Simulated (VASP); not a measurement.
A run of VASP 6.6.1 is set up as follows.

File POSCAR:

```
Ge
1.0
    0.0000000000      2.8360149687      2.8360149687
    2.8360149687      0.0000000000      2.8360149687
    2.8360149687      2.8360149687      0.0000000000
Ge
2
Direct
    0.5000000000      0.5000000000      0.5000000000
    0.7500000000      0.7500000000      0.7500000000
```

Contents of INCAR.step1:

```
  ALGO = Normal
  EDIFF = 1E-4
  ENCUT = 520
  GGA = PE
  ISMEAR = -1
  LASPH = T
  LCHARG = F
  LREAL = F
  LWAVE = T
  NBANDS = 21
  NELM = 100
  PREC = Accurate
  SIGMA = 0.1
```

INCAR.step2

```
  ALGO = Normal
  EDIFF = 1E-7
  ENCUT = 520
  ISIF = 2
  ISMEAR = -1
  ISTART = 1
  LASPH = T
  LCHARG = T
  LELF = T
  LMIXTAU = T
  LREAL = F
  LVHAR = T
  LWAVE = F
  METAGGA = R2SCAN
  NBANDS = 21
  NELM = 100
  PREC = Accurate
  SIGMA = 0.1
```

The input KPOINTS:

```
k-points
0
Gamma
  10 10 10
```

Potentials or basis: VASP PAW PBE potentials, release 64 (Ge_d).

Launch:

```sh
$ cat potpaw_PBE.64/Ge_d/POTCAR > POTCAR
$ cp INCAR.step1 INCAR
$ mpirun -np 1 vasp_std > vasp.out
$ cp INCAR.step2 INCAR
$ mpirun -np 1 vasp_std > vasp.out
```

Q: Estimate the band gap on the k mesh.

A: 0.33 eV.

Q: What does it give for the pressure?

A: 0.2 GPa.

Caveat: the PAW data sets were made with another functional, which shifts forces and pressure a little. A k mesh can miss the band edges.
